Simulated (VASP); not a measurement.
# Cd4SeS3 (P-4m2) in VASP: further runs

The runs below take Cd4SeS3 through single point, relaxation of cell and atoms, with r2SCAN, PBE.

Everything below comes from runs of VASP 6.6.1. Logs are shortened: lines on timing, memory, paths and dates and some standing lists are left out, and cuts for length are marked.

## 1. The cell of the first run

The structure is tetragonal, space group P-4m2 (No. 115). The conventional cell has a = 4.242 Å, b = 4.242 Å, c = 11.961 Å, α = 90.00°, β = 90.00°, γ = 90.00°. Within 3.4 Å of Cd (site symmetry 2mm) lie 4 S at 2.57 Å. Cd (site symmetry 2mm) has 2 S at 2.58 Å and 2 Se at 2.66 Å within 3.4 Å. Within 3.5 Å of Se (site symmetry -4m2) lie 4 Cd at 2.66 Å. S (site symmetry 2mm) has 4 Cd at 2.57 to 2.58 Å within 3.4 Å. Within 3.4 Å of S (site symmetry -4m2) lie 4 Cd at 2.57 Å.

## 2. Single point, r2SCAN

Input file POSCAR:

```
Cd4SeS3
1.0
    4.2418401000      0.0000000000      0.0000000000
    0.0000000000      4.2418401000      0.0000000000
    0.0000000000      0.0000000000     11.9614623000
Cd Se S
4 1 3
Direct
    0.5000000000      0.0000000000      0.6216120000
    0.0000000000      0.5000000000      0.8655710000
    0.5000000000      0.0000000000      0.1344290000
    0.0000000000      0.5000000000      0.3783880000
    0.0000000000      0.0000000000      0.0000000000
    0.5000000000      0.5000000000      0.2565630000
    0.0000000000      0.0000000000      0.5000000000
    0.5000000000      0.5000000000      0.7434370000
```

Input file INCAR.step1:

```
SYSTEM = Cd4SeS3
PREC = Accurate ; ENCUT = 520
ISMEAR = 0 ; SIGMA = 0.02
LREAL = .False. ; LASPH = .True.
NELM = 80 ; NBANDS = 46
GGA = PE ; ALGO = Normal
EDIFF = 1E-4 ; LWAVE = .True.
LCHARG = .False.
```

Input file INCAR.step2:

```
SYSTEM = Cd4SeS3
PREC = Accurate ; ENCUT = 520
EDIFF = 1E-6 ; ISMEAR = 0
SIGMA = 0.02 ; LREAL = .False.
LASPH = .True. ; NELM = 80
ALGO = Normal ; ISIF = 2
LWAVE = .False. ; LCHARG = .False.
METAGGA = R2SCAN ; LMIXTAU = .True.
NBANDS = 46 ; ISTART = 1
```

Input file KPOINTS:

```
regular mesh
0
Gamma
  6 6 4
  0 0 0
```

Potentials or basis: VASP PAW PBE potentials, release 64 (Cd, Se, S).

Run with:

```
$ cat potpaw_PBE.64/Cd/POTCAR potpaw_PBE.64/Se/POTCAR potpaw_PBE.64/S/POTCAR > POTCAR
$ cp INCAR.step1 INCAR
$ mpirun -np 1 vasp_std > vasp.out
$ cp INCAR.step2 INCAR
$ mpirun -np 1 vasp_std > vasp.out
```

OUTCAR:

```text
SYSTEM = Cd4SeS3
   PREC = Accurate
   ENCUT = 520
   EDIFF = 1E-6
   ISMEAR = 0
   LREAL = .False.
   LASPH = .True.
   NELM = 80
   ISIF = 2
   METAGGA = R2SCAN
   ISTART = 1

 ion  position               nearest neighbor table
   1  0.500  0.000  0.622-   7 2.57   7 2.57   8 2.57   8 2.57
   2  0.000  0.500  0.866-   8 2.58   8 2.58   5 2.66   5 2.66
   3  0.500  0.000  0.134-   6 2.58   6 2.58   5 2.66   5 2.66
   4  0.000  0.500  0.378-   7 2.57   7 2.57   6 2.57   6 2.57
   5  0.000  0.000  0.000-   2 2.66   3 2.66   2 2.66   3 2.66
   6  0.500  0.500  0.257-   4 2.57   4 2.57   3 2.58   3 2.58
   7  0.000  0.000  0.500-   1 2.57   4 2.57   4 2.57   1 2.57
   8  0.500  0.500  0.743-   1 2.57   1 2.57   2 2.58   2 2.58

  LATTYP: Found a simple tetragonal cell.
 ALAT       =     4.2418401000
 C/A-ratio  =     2.8198758129

  Lattice vectors:

 A1 = (   4.2418401000,   0.0000000000,   0.0000000000)
 A2 = (   0.0000000000,   4.2418401000,   0.0000000000)
 A3 = (   0.0000000000,   0.0000000000,  11.9614623000)

Analysis of symmetry for initial positions (statically):
=====================================================================
 Subroutine PRICEL returns:
 Original cell was already a primitive cell.

 Routine SETGRP: Setting up the symmetry group for a
 simple tetragonal supercell.

 Subroutine GETGRP returns: Found  8 space group operations
 (whereof  8 operations were pure point group operations)
 out of a pool of 16 trial point group operations.

The static configuration has the point symmetry D_2d.

Analysis of symmetry for dynamics (positions and initial velocities):
=====================================================================
 Subroutine PRICEL returns:
 Original cell was already a primitive cell.

 Routine SETGRP: Setting up the symmetry group for a
 simple tetragonal supercell.

 Subroutine GETGRP returns: Found  8 space group operations
 (whereof  8 operations were pure point group operations)
 out of a pool of 16 trial point group operations.

The dynamic configuration has the point symmetry D_2d.

 Subroutine INISYM returns: Found  8 space group operations
 (whereof  8 operations are pure point group operations),
 and found     1 'primitive' translations

----------------------------------------------------------------------------------------

                                     Primitive cell

  volume of cell :     215.2251

  direct lattice vectors                    reciprocal lattice vectors
     4.241840100  0.000000000  0.000000000     0.235746746  0.000000000  0.000000000
     0.000000000  4.241840100  0.000000000     0.000000000  0.235746746  0.000000000
     0.000000000  0.000000000 11.961462300     0.000000000  0.000000000  0.083601818

  length of vectors
     4.241840100  4.241840100 11.961462300     0.235746746  0.235746746  0.083601818

  position of ions in fractional coordinates (direct lattice)
     0.500000000  0.000000000  0.621612000
     0.000000000  0.500000000  0.865571000
     0.500000000  0.000000000  0.134429000
     0.000000000  0.500000000  0.378388000
     0.000000000  0.000000000  0.000000000
     0.500000000  0.500000000  0.256563000
     0.000000000  0.000000000  0.500000000
     0.500000000  0.500000000  0.743437000

  ion indices of the primitive-cell ions
   primitive index   ion index
                 1           1
                 2           2
                 3           3
                 4           4
                 5           5
                 6           6
                 7           7
                 8           8

----------------------------------------------------------------------------------------

 KPOINTS: regular mesh

Automatic generation of k-mesh.
 Grid dimensions read from file:
 generate k-points for:    6    6    4

 Generating k-lattice:

  Cartesian coordinates                     Fractional coordinates (reciprocal lattice)
     0.039291124  0.000000000  0.000000000     0.166666667  0.000000000  0.000000000
     0.000000000  0.039291124  0.000000000     0.000000000  0.166666667  0.000000000
     0.000000000  0.000000000  0.020900455     0.000000000  0.000000000  0.250000000

  Length of vectors
     0.039291124  0.039291124  0.020900455

  Shift w.r.t. Gamma in fractional coordinates (k-lattice)
     0.000000000  0.000000000  0.000000000

 Subroutine IBZKPT returns following result:
 ===========================================

 Found     30 irreducible k-points:

 Following reciprocal coordinates:
            Coordinates               Weight
  0.000000  0.000000  0.000000      1.000000
  0.166667  0.000000  0.000000      4.000000
  0.333333  0.000000  0.000000      4.000000
  0.500000  0.000000  0.000000      2.000000
  0.166667  0.166667  0.000000      4.000000
  0.333333  0.166667  0.000000      8.000000
[... 16 lines left out ...]
  0.333333  0.000000  0.500000      4.000000
  0.500000  0.000000  0.500000      2.000000
 [... further k-points ...]
   k-points           NKPTS =     30   k-points in BZ     NKDIM =     30   number of bands    NBANDS=     46
   number of dos      NEDOS =    301   number of ions     NIONS =      8
   total plane-waves  NPLWV =  92160
   dimension x,y,z NGX =    32 NGY =   32 NGZ =   90
   dimension x,y,z NGXF=    64 NGYF=   64 NGZF=  180
   ions per type =               4   1   3
   NGX,Y,Z   is equivalent  to a cutoff of  12.54, 12.54, 12.51 a.u.
   NGXF,Y,Z  is equivalent  to a cutoff of  25.08, 25.08, 25.02 a.u.
 SYSTEM =  Cd4SeS3
   PREC   = accura    normal or accurate (medium, high low for compatibility)
   ISTART =      1    job   : 0-new  1-cont  2-samecut
   ICHARG =      0    charge: 1-file 2-atom 10-const
   ISPIN  =      1    spin polarized calculation?
   LNONCOLLINEAR =      F non collinear calculations
   LSORBIT =      F    spin-orbit coupling
   LASPH  =      T    aspherical Exc in radial PAW
   ENCUT  =  520.0 eV  38.22 Ry    6.18 a.u.   7.89  7.89 22.24*2*pi/ulx,y,z
   NELM   =     80;   NELMIN=  2; NELMDL=  0     # of ELM steps
   EDIFF  = 0.1E-05   stopping-criterion for ELM
   LREAL  =      F    real-space projection
   EDIFFG = 0.1E-04   stopping-criterion for IOM
   NSW    =      0    number of steps for IOM
   IBRION =     -1    ionic relax: 0-MD 1-quasi-New 2-CG
   NFREE  =      0    steps in history (QN), initial steepest desc. (CG)
   ISIF   =      2    stress and relaxation
   ISYM   =      2    0-nonsym 1-usesym 2-fastsym
   POTIM  = 0.5000    time-step for ionic-motion
   TEBEG  =    0.0;   TEEND  =   0.0 temperature during run
   PSTRESS=    0.0 pullay stress
   NELECT =      72.0000    total number of electrons
   NUPDOWN=      -1.0000    fix difference up-down
   EMIN   =  10.00;   EMAX   =-10.00  energy-range for DOS
   EFERMI =   0.00;   METHOD = LEGACY
   ISMEAR =     0;   SIGMA  =   0.02  broadening in eV -4-tet -1-fermi 0-gaus
   EFERMI_NEDOS =   21; number of points for ismear=-14 and -15
   IALGO  =     38    algorithm
   IMIX   =      4    mixing-type and parameters
     AMIX     =   0.40;   BMIX     =  1.00
     AMIX_MAG =   1.60;   BMIX_MAG =  1.00
  volume/ion in A,a.u.               =      26.90       181.55
  Fermi-wavevector in a.u.,A,eV,Ry     =   1.136461  2.147601 17.572531  1.291545
  Thomas-Fermi vector in A             =   2.273167
   LORBIT       =      0    0 simple, 1 ext, 2 COOP (PROOUT), +10 PAW based schemes
   METAGGA = R2SCAN    functional components
   LHFCALC =     F    Hartree Fock is set to
   AEXX    =    0.0000 exact exchange contribution
   IVDW    =     0    specifies the selected vdW correction
   LEPSILON=     F    determine dielectric tensor
   LRPA    =     F    only Hartree local field effects (RPA)
 non-spin polarized calculation
 Gauss-broadening in eV      SIGMA  =   0.02
  energy-cutoff  :      520.00
  volume of cell :      215.23
 maximum number of plane-waves:      5828
 NGX is ok and might be reduce to    32
   NGX = 15   NGY = 15   NGZ = 45

 number of electron      72.0000026 magnetization

 Free energy of the ion-electron system (eV)
  ---------------------------------------------------
  ext. energy  EPLUGINS =         0.00000000
  ---------------------------------------------------
  free energy    TOTEN  =      -124.92690505 eV

  energy without entropy =     -124.92690505  energy(sigma->0) =     -124.92690505

 E-fermi :   0.7054     XC(G=0):  -9.4169

 val. band max:        0.5892535139   @ k =   0.0000   0.0000   0.0000
 cond. band min:       1.8757106459   @ k =   0.0000   0.0000   0.0000
 fundamental gap:      1.2864571320
 Fermi energy:         0.7053748432

 k-point     1 :       0.0000    0.0000    0.0000
  band No.  band energies     occupation
      1     -12.0797      2.00000
      2     -11.8364      2.00000
      3     -11.8248      2.00000
      4     -11.5894      2.00000
      5      -7.3269      2.00000
      6      -7.3269      2.00000
[... 38 lines left out ...]
     45       7.4697      0.00000
     46       7.4748      0.00000

 k-point     2 :       0.1667    0.0000    0.0000
  band No.  band energies     occupation
      1     -12.0159      2.00000
      2     -11.8057      2.00000
      3     -11.7926      2.00000
      4     -11.5916      2.00000
      5      -7.3088      2.00000
      6      -7.2884      2.00000
[... 38 lines left out ...]
     45       7.6412      0.00000
     46       7.7661      0.00000

 k-point     3 :       0.3333    0.0000    0.0000
  band No.  band energies     occupation
      1     -11.8644      2.00000
      2     -11.7442      2.00000
      3     -11.7281      2.00000
      4     -11.6172      2.00000
      5      -7.2623      2.00000
      6      -7.2292      2.00000
[... 1018 lines left out ...]
     45       7.8928      0.00000
     46       7.8968      0.00000

 k-point    24 :       0.5000    0.0000    0.5000
  band No.  band energies     occupation
      1     -11.7232      2.00000
      2     -11.7155      2.00000
      3     -11.7143      2.00000
      4     -11.6734      2.00000
      5      -7.2210      2.00000
      6      -7.2198      2.00000
[... 38 lines left out ...]
     45       7.9460      0.00000
     46       8.0889      0.00000

 [... further k-points ...]

------------------------ aborting loop because EDIFF is reached ----------------------------------------

  FORCE on cell =-STRESS in cart. coord.  units (eV):
  Direction    XX          YY          ZZ          XY          YZ          ZX
  --------------------------------------------------------------------------------------
  -------------------------------------------------------------------------------------
  Total       -1.5852127     -1.5852127     -1.5608289      0.0000000      0.0000000      0.0000000
  in kB      -11.8006315    -11.8006315    -11.6191144      0.0000000      0.0000000      0.0000000
  external PRESSURE =     -11.7401258 kB  Pullay stress =       0.0000000 kB

 VOLUME and BASIS-vectors are now :
 -----------------------------------------------------------------------------
  energy-cutoff  :      520.00
  volume of cell :      215.23
      direct lattice vectors                 reciprocal lattice vectors
     4.241840100  0.000000000  0.000000000     0.235746746  0.000000000  0.000000000
     0.000000000  4.241840100  0.000000000     0.000000000  0.235746746  0.000000000
     0.000000000  0.000000000 11.961462300     0.000000000  0.000000000  0.083601818

 POSITION                                       TOTAL-FORCE (eV/Angst)
 -----------------------------------------------------------------------------------
      2.12092      0.00000      7.43539         0.000000     -0.000000      0.000417
      0.00000      2.12092     10.35349         0.000000     -0.000000      0.015379
      2.12092      0.00000      1.60797        -0.000000     -0.000000     -0.015379
      0.00000      2.12092      4.52607         0.000000     -0.000000     -0.000417
      0.00000      0.00000      0.00000         0.000000     -0.000000      0.000000
      2.12092      2.12092      3.06887         0.000000      0.000000     -0.000780
      0.00000      0.00000      5.98073         0.000000     -0.000000      0.000000
      2.12092      2.12092      8.89259         0.000000     -0.000000      0.000780
 -----------------------------------------------------------------------------------
    total drift:                                0.000000      0.000000     -0.000000

  FREE ENERGIE OF THE ION-ELECTRON SYSTEM (eV)
  ---------------------------------------------------
  free  energy   TOTEN  =      -124.9269050529 eV

  energy  without entropy=     -124.9269050529  energy(sigma->0) =     -124.92690505
```

Wall time 11 min (1 thread of Intel Xeon 6975P-C (Granite Rapids), shared host); peak memory 0.48 GiB.

What came out:

| Quantity | Value |
| --- | --- |
| Free energy | -124.9269 eV |
| Pressure | -1.2 GPa |
| Largest force | 0.015 eV/Å |
| Band gap on the k mesh | 1.29 eV |

Forces in eV/Å, atoms in the order of the input:
```
Cd   0.000  0.000  0.000
Cd   0.000  0.000  0.015
Cd   0.000  0.000 -0.015
Cd   0.000  0.000  0.000
Se   0.000  0.000  0.000
S    0.000  0.000 -0.001
S    0.000  0.000  0.000
S    0.000  0.000  0.001
```

Caveat: the PAW data sets were made with another functional, which shifts forces and pressure a little. A k mesh can miss the band edges.

(Part 1 of 2 ends here.)
